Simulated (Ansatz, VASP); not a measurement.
# Two plane-wave programs on TaN

```xyz
4
Lattice="3.1514 0.0000 0.0000 -1.5757 2.7292 0.0000 0.0000 0.0000 6.1029" Properties=species:S:1:pos:R:3 pbc="T T T"
Ta    0.0000    1.8195    0.1869
Ta    1.5757    0.9097    3.2383
N     0.0000    1.8195    2.1627
N     1.5757    0.9097    5.2142
```

Alike in both runs: task single point; functional PBE; k mesh 6 × 6 × 4; occupations gaussian, width 0.1 eV; collinear spin.

|  | VASP | Ansatz |
| --- | --- | --- |
| version | VASP 6.6.1 | Ansatz 0.2.0 |
| potentials or method | VASP PAW PBE potentials, release 64 (Ta_pv, N), cutoff 520 eV | scalar-relativistic, plane waves, PAW |
| valence electrons in the cell | 32 | 36 |

|  | VASP | Ansatz | Ansatz less VASP |
| --- | --- | --- | --- |
| gap on the k mesh at the Fermi level (eV) | none | none | - |
| pressure (GPa) | 0.6 | 0.0 | -0.54 |
| traceless stress, the component that is largest in VASP (GPa) | 0.46 | 0.10 | -0.366 |
| rms of the force components (eV/Å) | 0.017 | 0.006 | -0.0111 |
| net moment per atom (μB) | 0.00 | 0.00 | 0.000 |

Atom by atom the forces differ by 0.011 eV/Å (rms over components). A gap of «none» marks a metal or a gap that the smearing closes. VASP's potentials hold 32 valence electrons a cell and Ansatz's 36, so a difference there can come from the potentials and not from the codes. Ansatz's warnings: seeded moment not kept.

The k mesh is coarse, so the values compare programs but aren't converged. Neither program's run includes spin-orbit coupling.
